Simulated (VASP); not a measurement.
A run of VASP 6.6.1:

The input POSCAR:

```
HfB
1.0
    0.0000000000      2.3100000000      2.3100000000
    2.3100000000      0.0000000000      2.3100000000
    2.3100000000      2.3100000000      0.0000000000
Hf B
1 1
Direct
    0.5000000000      0.5000000000      0.5000000000
    0.0000000000      0.0000000000      0.0000000000
```

INCAR.step1

```
PREC = Accurate ; ENCUT = 520
EDIFF = 1E-5 ; ISMEAR = -1
SIGMA = 0.05 ; LREAL = False
LASPH = True ; NELM = 60
ALGO = Normal ; ISIF = 2
LWAVE = True ; NBANDS = 14
GGA = PE
```

INCAR.step2

```
PREC = Accurate ; ENCUT = 520
EDIFF = 1E-6 ; ISMEAR = -1
SIGMA = 0.05 ; LREAL = False
LASPH = True ; NELM = 60
ALGO = Normal ; ISIF = 2
LWAVE = False ; LCHARG = True
METAGGA = R2SCAN ; LHFCALC = True
AEXX = 0.1 ; LMIXTAU = True
PRECFOCK = Normal ; LELF = True
LVHAR = True ; NBANDS = 14
ISTART = 1
```

Contents of KPOINTS:

```
Automatic mesh
0
Gamma
  5 5 5
```

Potentials or basis: VASP PAW PBE potentials, release 64 (Hf_pv, B).

Launch:

```console
$ cat potpaw_PBE.64/Hf_pv/POTCAR potpaw_PBE.64/B/POTCAR > POTCAR
$ cp INCAR.step1 INCAR
$ mpirun -np 1 vasp_std > vasp.out
$ cp INCAR.step2 INCAR
$ mpirun -np 1 vasp_std > vasp.out
```

Hardware: 1 thread of Intel(R) Xeon(R) Platinum 8559C (Emerald Rapids), with other jobs on the host.

Q: Estimate the wall time of this run.

A: Wall time 6.4 min on 1 thread of Intel(R) Xeon(R) Platinum 8559C (Emerald Rapids), with other jobs on the host, peak memory 0.16 GiB. Counts: k points 10.
